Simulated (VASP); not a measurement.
# Li2Se: vibrations by perturbation theory with PBEsol

Crystal: Li2Se.

```
Li Se
1.0
     2.72718    2.72718    0.00000
    -2.72718    2.72718    0.00000
     0.00000    2.72718    2.72718
Li Se
2 1
Direct
  0.25000 0.75000 0.50000
  0.75000 0.25000 0.50000
  0.00000 0.00000 0.00000
```

```json
{"Program": "VASP 6.6.1", "Task": "vibrations by perturbation theory", "Functional": "PBEsol", "Potentials or basis": "VASP PAW PBE potentials, release 64 (Li_sv, Se)", "Cutoff": "750 eV", "k mesh": "8 × 8 × 8", "Occupations": "gaussian, width 0.01 eV", "Spin": "no spin polarisation", "Dipole correction": "no", "Further INCAR settings": "ALGO = Normal; EDIFF = 1e-08; NBANDS = 13; IBRION = 8; NSW = 1"}
```

```yaml
Highest_phonon_frequency_at_Γ_LO-TO_splitting_left_out: 490 cm⁻¹
```

Phonon frequencies in cm⁻¹ (negative: imaginary):
| q point | frequencies |
| --- | --- |
| (0.000, 0.000, 0.000) | -1 -1 -1 430 430 430 490 490 490 |

Wall time 5.1 min on 1 thread of Intel(R) Xeon(R) Platinum 8259CL CPU @ 2.50GHz (Skylake/Cascade Lake), with other jobs on the host, peak memory 0.37 GiB.

Caveat: the cell stands under pressure or tension, which shifts response properties.
